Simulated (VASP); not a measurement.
# P in VASP: a series of runs

Aim: see how the results for P move with the level of theory and the settings. Levels: PBEsol, LDA. Tasks: single point.

All numbers are computed with VASP 6.6.1; they aren't measurements. Logs are shortened: lines on timing, memory, paths and dates and some standing lists are left out, and cuts for length are marked.

### Step 1. The cell of the first run

It takes space group R-3m (No. 166, trigonal). The conventional cell has a = 3.451 Å, b = 3.451 Å, c = 9.389 Å, α = 90.00°, β = 90.00°, γ = 120.00°. P (site symmetry 3m) has 6 P at 2.29 to 2.82 Å within 3.0 Å.

### Step 2. Single point, PBEsol

Input file INCAR:

```
PREC = Accurate ; ENCUT = 520
EDIFF = 1E-6 ; ISMEAR = 0
SIGMA = 0.1 ; LREAL = F
LASPH = T ; NELM = 60
ALGO = Normal ; ISIF = 2
LWAVE = F ; LCHARG = F
GGA = PS ; NBANDS = 12
```

Input file KPOINTS:

```
Automatic mesh
0
Gamma
  9 9 9
```

Input file POSCAR:

```
P
1.0
    1.7257251780      0.9963478961      3.1296800121
   -1.7257251780      0.9963478961      3.1296800121
    0.0000000000     -1.9926957921      3.1296800121
P
2
Direct
    0.7729197500      0.7729197500      0.7729197500
    0.2270802500      0.2270802500      0.2270802500
```

Potentials or basis: VASP PAW PBE potentials, release 64 (P).

Launch:

```
$ cat potpaw_PBE.64/P/POTCAR > POTCAR
$ mpirun -np 1 vasp_std > vasp.out
```

OUTCAR:

```text
PREC = Accurate
   ENCUT = 520
   EDIFF = 1E-6
   ISMEAR = 0
   LREAL = F
   LASPH = T
   NELM = 60
   ISIF = 2
   GGA = PS

 ion  position               nearest neighbor table
   1  0.773  0.773  0.773-   2 2.29   2 2.29   2 2.29   2 2.82   2 2.82   2 2.82
   2  0.227  0.227  0.227-   1 2.29   1 2.29   1 2.29   1 2.82   1 2.82   1 2.82

  LATTYP: Found a trigonal (rhomboedric) cell.
 ALAT       =     3.7102201415
 COS(alpha) =     0.5673129383

  Lattice vectors:

 A1 = (   1.7257251780,   0.9963478961,   3.1296800121)
 A2 = (  -1.7257251780,   0.9963478961,   3.1296800121)
 A3 = (   0.0000000000,  -1.9926957921,   3.1296800121)

Analysis of symmetry for initial positions (statically):
=====================================================================
 Subroutine PRICEL returns:
 Original cell was already a primitive cell.

 Routine SETGRP: Setting up the symmetry group for a
 trigonal (rhombohedral) supercell.

 Subroutine GETGRP returns: Found 12 space group operations
 (whereof 12 operations were pure point group operations)
 out of a pool of 12 trial point group operations.

The static configuration has the point symmetry D_3d.

Analysis of symmetry for dynamics (positions and initial velocities):
=====================================================================
 Subroutine PRICEL returns:
 Original cell was already a primitive cell.

 Routine SETGRP: Setting up the symmetry group for a
 trigonal (rhombohedral) supercell.

 Subroutine GETGRP returns: Found 12 space group operations
 (whereof 12 operations were pure point group operations)
 out of a pool of 12 trial point group operations.

The dynamic configuration has the point symmetry D_3d.

 Subroutine INISYM returns: Found 12 space group operations
 (whereof 12 operations are pure point group operations),
 and found     1 'primitive' translations

----------------------------------------------------------------------------------------

                                     Primitive cell

  volume of cell :      32.2875

  direct lattice vectors                    reciprocal lattice vectors
     1.725725178  0.996347896  3.129680012     0.289733271  0.167277582  0.106507161
    -1.725725178  0.996347896  3.129680012    -0.289733271  0.167277582  0.106507161
     0.000000000 -1.992695792  3.129680012     0.000000000 -0.334555164  0.106507161

  length of vectors
     3.710220141  3.710220141  3.710220141     0.351099605  0.351099605  0.351099605

  position of ions in fractional coordinates (direct lattice)
     0.772919750  0.772919750  0.772919750
     0.227080250  0.227080250  0.227080250

  ion indices of the primitive-cell ions
   primitive index   ion index
                 1           1
                 2           2

----------------------------------------------------------------------------------------

 KPOINTS: Automatic mesh

Automatic generation of k-mesh.
 Grid dimensions read from file:
 generate k-points for:    9    9    9

 Generating k-lattice:

  Cartesian coordinates                     Fractional coordinates (reciprocal lattice)
     0.032192586  0.018586398  0.011834129     0.111111111  0.000000000  0.000000000
    -0.032192586  0.018586398  0.011834129     0.000000000  0.111111111  0.000000000
     0.000000000 -0.037172796  0.011834129    -0.000000000 -0.000000000  0.111111111

  Length of vectors
     0.039011067  0.039011067  0.039011067

  Shift w.r.t. Gamma in fractional coordinates (k-lattice)
     0.000000000  0.000000000  0.000000000

 Subroutine IBZKPT returns following result:
 ===========================================

 Found     85 irreducible k-points:

 Following reciprocal coordinates:
            Coordinates               Weight
  0.000000  0.000000  0.000000      1.000000
  0.111111 -0.000000  0.000000      6.000000
  0.222222  0.000000  0.000000      6.000000
  0.333333 -0.000000 -0.000000      6.000000
  0.444444  0.000000  0.000000      6.000000
  0.111111  0.111111  0.000000      6.000000
[... 16 lines left out ...]
 -0.333333  0.333333  0.000000      6.000000
  0.444444  0.444444  0.000000      6.000000
 [... further k-points ...]
   k-points           NKPTS =     85   k-points in BZ     NKDIM =     85   number of bands    NBANDS=     12
   number of dos      NEDOS =    301   number of ions     NIONS =      2
   total plane-waves  NPLWV =  21952
   dimension x,y,z NGX =    28 NGY =   28 NGZ =   28
   dimension x,y,z NGXF=    56 NGYF=   56 NGZF=   56
   ions per type =               2
   NGX,Y,Z   is equivalent  to a cutoff of  12.55, 12.55, 12.55 a.u.
   NGXF,Y,Z  is equivalent  to a cutoff of  25.09, 25.09, 25.09 a.u.
 SYSTEM =  unknown system
   PREC   = accura    normal or accurate (medium, high low for compatibility)
   ISTART =      0    job   : 0-new  1-cont  2-samecut
   ICHARG =      2    charge: 1-file 2-atom 10-const
   ISPIN  =      1    spin polarized calculation?
   LNONCOLLINEAR =      F non collinear calculations
   LSORBIT =      F    spin-orbit coupling
   LASPH  =      T    aspherical Exc in radial PAW
   ENCUT  =  520.0 eV  38.22 Ry    6.18 a.u.   6.90  6.90  6.90*2*pi/ulx,y,z
   NELM   =     60;   NELMIN=  2; NELMDL= -5     # of ELM steps
   EDIFF  = 0.1E-05   stopping-criterion for ELM
   LREAL  =      F    real-space projection
   EDIFFG = 0.1E-04   stopping-criterion for IOM
   NSW    =      0    number of steps for IOM
   IBRION =     -1    ionic relax: 0-MD 1-quasi-New 2-CG
   NFREE  =      0    steps in history (QN), initial steepest desc. (CG)
   ISIF   =      2    stress and relaxation
   ISYM   =      2    0-nonsym 1-usesym 2-fastsym
   POTIM  = 0.5000    time-step for ionic-motion
   TEBEG  =    0.0;   TEEND  =   0.0 temperature during run
   PSTRESS=    0.0 pullay stress
   NELECT =      10.0000    total number of electrons
   NUPDOWN=      -1.0000    fix difference up-down
   EMIN   =  10.00;   EMAX   =-10.00  energy-range for DOS
   EFERMI =   0.00;   METHOD = LEGACY
   ISMEAR =     0;   SIGMA  =   0.10  broadening in eV -4-tet -1-fermi 0-gaus
   EFERMI_NEDOS =   21; number of points for ismear=-14 and -15
   IALGO  =     38    algorithm
   IMIX   =      4    mixing-type and parameters
     AMIX     =   0.40;   BMIX     =  1.00
     AMIX_MAG =   1.60;   BMIX_MAG =  1.00
  volume/ion in A,a.u.               =      16.14       108.94
  Fermi-wavevector in a.u.,A,eV,Ry     =   1.107636  2.093128 16.692396  1.226857
  Thomas-Fermi vector in A             =   2.244152
   LORBIT       =      0    0 simple, 1 ext, 2 COOP (PROOUT), +10 PAW based schemes
   GGA     = PS    functional components
   LHFCALC =     F    Hartree Fock is set to
   AEXX    =    0.0000 exact exchange contribution
   IVDW    =     0    specifies the selected vdW correction
   LEPSILON=     F    determine dielectric tensor
   LRPA    =     F    only Hartree local field effects (RPA)
 non-spin polarized calculation
 Gauss-broadening in eV      SIGMA  =   0.10
  energy-cutoff  :      520.00
  volume of cell :       32.29
 maximum number of plane-waves:       886
   NGX = 13   NGY = 13   NGZ = 13

 number of electron      10.0000000 magnetization

 Free energy of the ion-electron system (eV)
  ---------------------------------------------------
  ext. energy  EPLUGINS =         0.00000000
  ---------------------------------------------------
  free energy    TOTEN  =       -11.56224178 eV

  energy without entropy =      -11.56068256  energy(sigma->0) =      -11.56146217

 E-fermi :   8.9451     XC(G=0): -10.8718

 val. band max:        8.8437073880   @ k =   0.4444   0.4444   0.4444
 cond. band min:       8.9530648550   @ k =   0.4444   0.4444   0.0000
 fundamental gap:      0.1093574670
 Fermi energy:         8.9451454728

 k-point     1 :       0.0000    0.0000    0.0000
  band No.  band energies     occupation
      1      -7.6186      2.00000
      2       5.3259      2.00000
      3       5.7657      2.00000
      4       6.0332      2.00000
      5       6.0332      2.00000
      6      10.2204      0.00000
      7      11.5384      0.00000
      8      11.5384      0.00000
      9      14.6859      0.00000
     10      14.6859      0.00000
     11      16.0192      0.00000
     12      16.0545      0.00000

 k-point     2 :       0.1111   -0.0000    0.0000
  band No.  band energies     occupation
      1      -7.4183      2.00000
      2       3.7900      2.00000
      3       5.6772      2.00000
      4       5.8766      2.00000
      5       6.7889      2.00000
      6      10.6641      0.00000
      7      11.4797      0.00000
      8      11.5464      0.00000
      9      13.5944      0.00000
     10      14.0941      0.00000
     11      14.8212      0.00000
     12      17.6140      0.00000

 k-point     3 :       0.2222    0.0000    0.0000
  band No.  band energies     occupation
      1      -6.8214      2.00000
      2       1.5933      2.00000
      3       5.4692      2.00000
      4       5.5467      2.00000
      5       7.4591      2.00000
      6      10.3198      0.00000
      7      10.7872      0.00000
      8      10.9305      0.00000
      9      14.1037      0.00000
     10      14.6287      0.00000
     11      14.8329      0.00000
     12      20.1289      0.00000
[... 286 lines left out ...]
 k-point    23 :      -0.3333    0.3333    0.0000
  band No.  band energies     occupation
      1      -3.0438      2.00000
      2      -2.6429      2.00000
      3       1.2163      2.00000
      4       4.6415      2.00000
      5       5.0850      2.00000
      6      11.3027      0.00000
      7      12.1263      0.00000
      8      14.5295      0.00000
      9      15.2691      0.00000
     10      16.1889      0.00000
     11      18.6196      0.00000
     12      21.7632      0.00000

 k-point    24 :       0.4444    0.4444    0.0000
  band No.  band energies     occupation
      1      -4.1902      2.00000
      2      -0.8319      2.00000
      3       2.1693      2.00000
      4       3.5426      2.00000
      5       3.6291      2.00000
      6       8.9531      0.91083
      7      14.9248      0.00000
      8      16.2133      0.00000
      9      16.7780      0.00000
     10      17.7881      0.00000
     11      21.5684      0.00000
     12      21.6287      0.00000

 [... further k-points ...]
[... 5 lines left out ...]
  --------------------------------------------------------------------------------------
  -------------------------------------------------------------------------------------
  Total       -0.2492569     -0.2492569     -0.5840097      0.0000000     -0.0000000      0.0000000
  in kB      -12.3686978    -12.3686978    -28.9798950      0.0000000     -0.0000000      0.0000000
  external PRESSURE =     -17.9057635 kB  Pullay stress =       0.0000000 kB

 VOLUME and BASIS-vectors are now :
 -----------------------------------------------------------------------------
  energy-cutoff  :      520.00
  volume of cell :       32.29
      direct lattice vectors                 reciprocal lattice vectors
     1.725725178  0.996347896  3.129680012     0.289733271  0.167277582  0.106507161
    -1.725725178  0.996347896  3.129680012    -0.289733271  0.167277582  0.106507161
     0.000000000 -1.992695792  3.129680012     0.000000000 -0.334555164  0.106507161

 POSITION                                       TOTAL-FORCE (eV/Angst)
 -----------------------------------------------------------------------------------
      0.00000      0.00000      7.25697         0.000000     -0.000000     -0.236763
      0.00000      0.00000      2.13207         0.000000      0.000000      0.236763
 -----------------------------------------------------------------------------------
    total drift:                                0.000000     -0.000000     -0.000000

  FREE ENERGIE OF THE ION-ELECTRON SYSTEM (eV)
  ---------------------------------------------------
  free  energy   TOTEN  =       -11.5622417818 eV

  energy  without entropy=      -11.5606825612  energy(sigma->0) =      -11.56146217
```

Wall time 11 s (1 thread of Intel Xeon 6975P-C (Granite Rapids), shared host); peak memory 0.15 GiB.

Results:

* Free energy: -11.5622 eV
* Pressure: -1.8 GPa
* Largest force: 0.237 eV/Å
* Band gap on the k mesh: zero (band 5 reaches 9.47 eV, above the bottom of band 6 at 8.73 eV)

Forces in eV/Å, atoms in the order of the input:
```
P    0.000  0.000 -0.237
P    0.000  0.000  0.237
```

Stress tensor (GPa, compression positive):
```
-1.24  0.00  0.00
 0.00 -1.24  0.00
 0.00  0.00 -2.90
```

Levels at points of the mesh, in eV from the Fermi level:
| k point | band 2 | band 3 | band 4 | band 5 | band 6 | band 7 | band 8 | band 9 |
| --- | --- | --- | --- | --- | --- | --- | --- | --- |
| (0.00, 0.00, 0.00) | -3.62 | -3.18 | -2.91 | -2.91 | 1.28 | 2.59 | 2.59 | 5.74 |

Caveat: the PAW data sets were made with another functional, which shifts forces and pressure a little.

### Step 3. Single point, PBEsol (atoms moved at random)

Input file INCAR:

```
  PREC = Accurate
  ENCUT = 520
  EDIFF = 1E-6
  ISMEAR = 0
  SIGMA = 0.05
  LREAL = F
  LASPH = T
  NELM = 60
  ALGO = Normal
  ISIF = 2
  LWAVE = F
  LCHARG = F
  GGA = PS
  NBANDS = 12
```

KPOINTS is that of step 2.

Input file POSCAR:

```
P
1.0
    1.7257251780      0.9963478961      3.1296800121
   -1.7257251780      0.9963478961      3.1296800121
    0.0000000000     -1.9926957921      3.1296800121
P
2
Direct
    0.7415510000      0.8245840000      0.7219170000
    0.2445530000      0.2587430000      0.2181920000
```

Potentials or basis: VASP PAW PBE potentials, release 64 (P).

Launch:

```
$ cat potpaw_PBE.64/P/POTCAR > POTCAR
$ mpirun -np 1 vasp_std > vasp.out
```

It took 42 s on 1 thread of Intel Xeon 6975P-C (Granite Rapids), shared host; peak memory 0.23 GiB.

The run converged. Its results:

| Quantity | Value |
| --- | --- |
| Free energy | -11.4424 eV |
| Pressure | -7.9 GPa |
| Largest force | 0.849 eV/Å |
| Band gap on the k mesh | zero (band 5 reaches 9.33 eV, above the bottom of band 6 at 8.02 eV) |

Forces in eV/Å, atoms in the order of the input:
```
P   -0.009  0.034  0.848
P    0.009 -0.034 -0.848
```

Stress tensor (GPa, compression positive):
```
 -3.82  -1.42  -0.65
 -1.42  -5.70   0.25
 -0.65   0.25 -14.10
```

Levels at points of the mesh, in eV from the Fermi level:
```csv
k point,band 2,band 3,band 4,band 5,band 6,band 7,band 8,band 9
"(0.00, 0.00, 0.00)",-3.15,-3.08,-1.95,-1.46,2.95,3.40,4.29,5.41
```

Caveat: the cell differs from its parent crystal (atoms moved at random); the PAW data sets were made with another functional, which shifts forces and pressure a little.

### Step 4. Single point, LDA (volume scaled by 0.94)

Input file INCAR:

```
SYSTEM = P
ALGO = Normal
EDIFF = 1E-6
ENCUT = 520
ISIF = 2
ISMEAR = -1
LASPH = .TRUE.
LCHARG = .TRUE.
LELF = .TRUE.
LREAL = .FALSE.
LVHAR = .TRUE.
LWAVE = .FALSE.
NBANDS = 12
NELM = 60
PREC = Accurate
SIGMA = 0.05
```

Input file KPOINTS:

```
k-points
0
G
  9 9 9
  0 0 0
```

Input file POSCAR:

```
P
1.0
    1.6904964118      0.9760085585      3.0657910646
   -1.6904964118      0.9760085585      3.0657910646
    0.0000000000     -1.9520171168      3.0657910646
P
2
Direct
    0.7729197500      0.7729197500      0.7729197500
    0.2270802500      0.2270802500      0.2270802500
```

Potentials or basis: VASP PAW LDA potentials, release 64 (P).

Launch:

```
$ cat potpaw_LDA.64/P/POTCAR > POTCAR
$ mpirun -np 1 vasp_std > vasp.out
```

It took 30 s on 1 thread of Intel Xeon Platinum 8259CL at 2.50GHz (Skylake/Cascade Lake), shared host; peak memory 0.14 GiB.

Results (log left out):

```
Free energy            : -12.1116 eV
Pressure               : 2.7 GPa
Largest force          : 0.542 eV/Å
Band gap on the k mesh : zero (band 5 reaches 10.35 eV, above the bottom of band 6 at 9.52 eV)
```

Forces in eV/Å, atoms in the order of the input:
```
P    0.000  0.000 -0.542
P    0.000  0.000  0.542
```

Stress tensor (GPa, compression positive):
```
3.83 0.00 0.00
0.00 3.83 0.00
0.00 0.00 0.35
```

Levels at points of the mesh, in eV from the Fermi level:
```tsv
k point	band 3	band 4	band 5	band 6	band 7	band 8
(0.00, 0.00, 0.00)	-3.17	-2.96	-2.96	1.38	2.68	2.68
```

(Continued in part 2 of 2.)
